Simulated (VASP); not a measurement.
Input of a VASP 6.6.1 run:

The input INCAR:

```
PREC = Accurate ; ENCUT = 520
EDIFF = 1E-7 ; ISMEAR = 0
SIGMA = 0.1 ; LREAL = F
LASPH = T ; NELM = 100
ALGO = Fast ; ISIF = 2
LWAVE = F ; LCHARG = F
LDIPOL = T ; IDIPOL = 3
DIPOL = 0.5 0.5 0.248 ; GGA = PE
NBANDS = 16
```

File KPOINTS:

```
Automatic mesh
0
Gamma
  18 18 1
```

POSCAR

```
Se
1.0
    3.0397553574      0.0000001929      0.0000000000
   -1.5198778458      2.6325052643      0.0000000000
    0.0000000000      0.0000000000     34.2856965367
Se
3
Direct
    1.0000000000      0.0000000000      0.1721000909
    0.0000000000      1.0000000000      0.3237334991
    1.0000000000      0.0000000000      0.2479167950
```

Potentials or basis: VASP PAW PBE potentials, release 64 (Se).

Run with:

```console
$ cat potpaw_PBE.64/Se/POTCAR > POTCAR
$ mpirun -np 1 vasp_std > vasp.out
```

Q: Predict the band gap on the k mesh.

A: Zero (bands 9 and 10 overlap by 5.54 eV).

Q: Estimate the largest force.

A: 0.004 eV/Å.

Forces on the atoms (eV/Å):
```
Se   0.000  0.000  0.004
Se   0.000  0.000 -0.004
Se   0.000  0.000  0.000
```
